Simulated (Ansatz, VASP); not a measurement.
# Bi: VASP beside Ansatz

```
Bi
1.0
    -2.01918    2.01918    2.01918
     2.01918   -2.01918    2.01918
     2.01918    2.01918   -2.01918
Bi
1
Direct
  0.00000 0.00000 0.00000
```

Change from the starting cell: volume scaled by 1.04, PAW files.

Alike in both runs: task electric field gradients; functional PBE; k mesh 13 × 13 × 13; occupations fermi-dirac, width 0.08 eV; no spin polarisation.

|  | VASP | Ansatz |
| --- | --- | --- |
| version | VASP 6.6.1 | Ansatz 0.2.0 |
| potentials or method | VASP PAW PBE potentials, release 64 (Bi_d) | PAW with Ansatz's default frozen-core files, scalar-relativistic |
| plane-wave cutoff (eV) | 520 | 420 |
| valence electrons in the cell | 15 | 15 |

|  | VASP | Ansatz | Ansatz less VASP |
| --- | --- | --- | --- |
| pressure (GPa) | -1.9 | -1.9 | +0.06 |

Neither program's run includes spin-orbit coupling.
